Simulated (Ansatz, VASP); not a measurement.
One calculation of Bi, two programs

INCAR

```
PREC = Accurate
ENCUT = 520
EDIFF = 1E-6
ISMEAR = -1
SIGMA = 0.05
LREAL = False
LASPH = True
NELM = 100
ALGO = Fast
ISIF = 2
LWAVE = False
LCHARG = True
GGA = PE
LELF = True
LVHAR = True
NBANDS = 38
```

KPOINTS

```
Automatic mesh
0
Gamma
  6 6 4
```

File POSCAR:

```
Bi
1.0
    4.6584121839      0.0000000000      0.0000000000
    0.0000000000      4.5263885800      0.0000000000
   -0.3459734563      0.0000000000      6.5119480672
Bi
4
Direct
    0.2513749200      0.2500000000      0.7487333800
    0.7486250800      0.7500000000      0.2512666200
    0.2498876900      0.2500000000      0.2488803300
    0.7501123100      0.7500000000      0.7511196700
```

File input.yaml:

```yaml
crystal:
  lattice:
    - [4.6584121839, 0.0, 0.0]
    - [0.0, 4.52638858, 0.0]
    - [-0.3459734563, 0.0, 6.5119480672]
  atoms:
    - { symbol: Bi, position: [0.25137492, 0.25, 0.74873338] }
    - { symbol: Bi, position: [0.74862508, 0.75, 0.25126662] }
    - { symbol: Bi, position: [0.24988769, 0.25, 0.24888033] }
    - { symbol: Bi, position: [0.75011231, 0.75, 0.75111967] }
hamiltonian:
  xc: pbe
  pseudopotentials: { kind: paw }
kpoints:
  mp_grid: { grid: [6, 6, 4] }
scf:
  occupations: { method: fermi_dirac, width: 0.05 }
output:
  forces: true
  stress: true
  eigenvalues: true
```

Alike in both runs: task single point; functional PBE; k mesh 6 × 6 × 4; occupations fermi-dirac, width 0.05 eV; no spin polarisation.

|  | VASP | Ansatz |
| --- | --- | --- |
| version | VASP 6.6.1 | Ansatz 0.2.0 |
| potentials or method | VASP PAW PBE potentials, release 64 (Bi_d) | Ansatz PAW |
| plane-wave cutoff (eV) | 520 | 420 |
| valence electrons in the cell | 60 | 60 |

|  | VASP | Ansatz | Ansatz less VASP |
| --- | --- | --- | --- |
| gap on the k mesh at the Fermi level (eV) | none | none | - |
| pressure (GPa) | 1.1 | 1.1 | +0.06 |
| traceless stress, the component that is largest in VASP (GPa) | 0.86 | 0.86 | +0.001 |

A gap of «none» marks a metal or a gap that the smearing closes. With one functional, cell and mesh, what is left measures potentials, basis and numerics.

Spin-orbit coupling is off throughout.
